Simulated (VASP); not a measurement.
Input of a VASP 6.6.1 run:

File POSCAR:

```
Al3GaN4
1.0
    3.1148907773      0.0000000000      0.0000000000
    0.0000000000      3.1148907773      0.0000000000
    0.0000000000      0.0000000000      8.7888693569
Al N Ga
3 4 1
Direct
    0.0000000000      0.0000000000      0.7537727936
    0.5000000000      0.5000000000      0.0000000000
    0.0000000000      0.0000000000      0.2462272064
    0.0000000000      0.5000000000      0.8767730948
    0.5000000000      0.0000000000      0.1232269052
    0.0000000000      0.5000000000      0.3677958638
    0.5000000000      0.0000000000      0.6322041362
    0.5000000000      0.5000000000      0.5000000000
```

File INCAR.step1:

```
SYSTEM = Al3GaN4
  ALGO = Normal
  EDIFF = 1E-4
  ENCUT = 520
  GGA = PE
  ISMEAR = 0
  LASPH = .TRUE.
  LCHARG = .FALSE.
  LREAL = .FALSE.
  LWAVE = .TRUE.
  NBANDS = 31
  NELM = 60
  PREC = Accurate
  SIGMA = 0.01
```

INCAR.step2

```
SYSTEM = Al3GaN4
  ALGO = Normal
  EDIFF = 1E-6
  ENCUT = 520
  ISIF = 2
  ISMEAR = 0
  ISTART = 1
  LASPH = .TRUE.
  LCHARG = .TRUE.
  LELF = .TRUE.
  LMIXTAU = .TRUE.
  LREAL = .FALSE.
  LVHAR = .TRUE.
  LWAVE = .FALSE.
  METAGGA = R2SCAN
  NBANDS = 31
  NELM = 60
  PREC = Accurate
  SIGMA = 0.01
```

Contents of KPOINTS:

```
k-points
0
G
  8 8 4
  0 0 0
```

Potentials or basis: VASP PAW PBE potentials, release 64 (Al, N, Ga_d).

The run is started by

```console
$ cat potpaw_PBE.64/Al/POTCAR potpaw_PBE.64/N/POTCAR potpaw_PBE.64/Ga_d/POTCAR > POTCAR
$ cp INCAR.step1 INCAR
$ mpirun -np 1 vasp_std > vasp.out
$ cp INCAR.step2 INCAR
$ mpirun -np 1 vasp_std > vasp.out
```

(1) Estimate the largest force.

(2) Estimate the band gap on the k mesh.

(3) Predict the pressure.

Answers

(1) 0.093 eV/Å.

(2) 3.82 eV (least direct gap 3.93 eV).

(3) 0.0 GPa.

Caveat: the PAW data sets were made with another functional, which shifts forces and pressure a little.
